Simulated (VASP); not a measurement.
The system is Ti2Si3.

```
Ti Si
1.0
     4.17905    0.00000    0.00000
     0.00000    4.17905    0.00000
     0.00000    0.00000    5.23854
Ti Si
2 3
Direct
  0.00000 0.50000 0.15547
  0.50000 0.00000 0.15547
  0.00000 0.00000 0.35568
  0.00000 0.50000 0.73536
  0.50000 0.00000 0.73536
```

* Program: VASP 6.6.1
* Task: relaxation of cell and atoms
* Functional: PBE
* Potentials or basis: VASP PAW PBE potentials, release 64 (Ti_sv, Si)
* Cutoff: 600 eV
* k mesh: 4 × 4 × 4
* Occupations: gaussian, width 0.1 eV
* Spin: no spin polarisation

At the start: pressure 10.4 GPa; volume 18.30 Å³/atom.

Question: Where does the relaxation end?

Answer: Over 11 steps the energy falls by 461.9 meV/atom and the volume is 18.07 Å³/atom (-1.3 %); space group P4mm (No. 99, to 0.05 Å).

Step by step:
| step | energy change (eV) | largest force (eV/Å) | pressure (GPa) | volume (Å³) |
| --- | --- | --- | --- | --- |
| 1 | 0.0000 | 4.4446 | 10.42 | 91.49 |
| 2 | -1.1594 | 2.1758 | -8.80 | 107.92 |
| 3 | -1.3380 | 2.8063 | -5.14 | 102.08 |
| 4 | -2.0464 | 1.7647 | -3.80 | 96.67 |
| 5 | -2.2514 | 0.4928 | -0.76 | 92.67 |
| 6 | -2.2518 | 0.4986 | -0.53 | 92.46 |
| 7 | -2.2944 | 0.1592 | -0.27 | 91.42 |
| 8 | -2.3038 | 0.1955 | 0.03 | 90.68 |
| 9 | -2.3089 | 0.0713 | -0.15 | 90.61 |
| 10 | -2.3089 | 0.0649 | -0.15 | 90.61 |
| 11 | -2.3095 | 0.0130 | 0.11 | 90.33 |

Final structure:
```
Ti Si
1.0
     4.10067    0.00000    0.00000
     0.00000    4.10067    0.00000
     0.00000    0.00000    5.37163
Ti Si
2 3
Cartesian
  0.0000 2.0503 0.8751
  2.0503 0.0000 0.8751
  0.0000 0.0000 2.3543
  0.0000 2.0503 3.6882
  2.0503 0.0000 3.6882
```

Caveat: the k points lie up to 0.38 Å⁻¹ apart in the final cell.
